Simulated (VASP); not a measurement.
A run of VASP 6.6.1 is set up as follows.

INCAR

```
SYSTEM = Nb
PREC = Accurate ; ENCUT = 600
EDIFF = 1E-6 ; ISMEAR = 0
SIGMA = 0.1 ; LREAL = .FALSE.
LASPH = .TRUE. ; NELM = 80
ALGO = Normal ; ISIF = 3
LWAVE = .FALSE. ; LCHARG = .FALSE.
GGA = PE ; IBRION = 2
NSW = 90 ; EDIFFG = -0.04
```

File KPOINTS:

```
Automatic mesh
0
G
  6 4 6
  0 0 0
```

Contents of POSCAR:

```
Nb
1.0
    3.5315467232      0.0000000000      0.0000000000
    1.5162020444      4.0718965127      0.0000000000
   -0.5875083476     -0.6975773639      2.8597799320
Nb
2
Direct
    0.1054540495      0.8156228638      0.0562635439
    0.6568561837      0.3814936562      0.0717805873
```

Potentials or basis: VASP PAW PBE potentials, release 64 (Nb_sv).

Command:

```console
$ cat potpaw_PBE.64/Nb_sv/POTCAR > POTCAR
$ mpirun -np 1 vasp_std > vasp.out
```

(1) Predict the relaxed volume.

(2) Predict the band gap on the k mesh.

(3) What does it give for the relaxed cell?

Results:

(1) 17.98 Å³/atom.

(2) zero (bands 13 and 14 overlap by 3.45 eV).

(3) a = 2.818 Å, b = 5.476 Å, c = 2.825 Å, α = 119.92°, β = 107.85°, γ = 82.71°.

Caveat: the k points lie up to 0.41 Å⁻¹ apart in the final cell, too coarse for converged energies and pressures of a metal; a cell axis changed by over 15 % at a fixed basis, so the end point is rough.
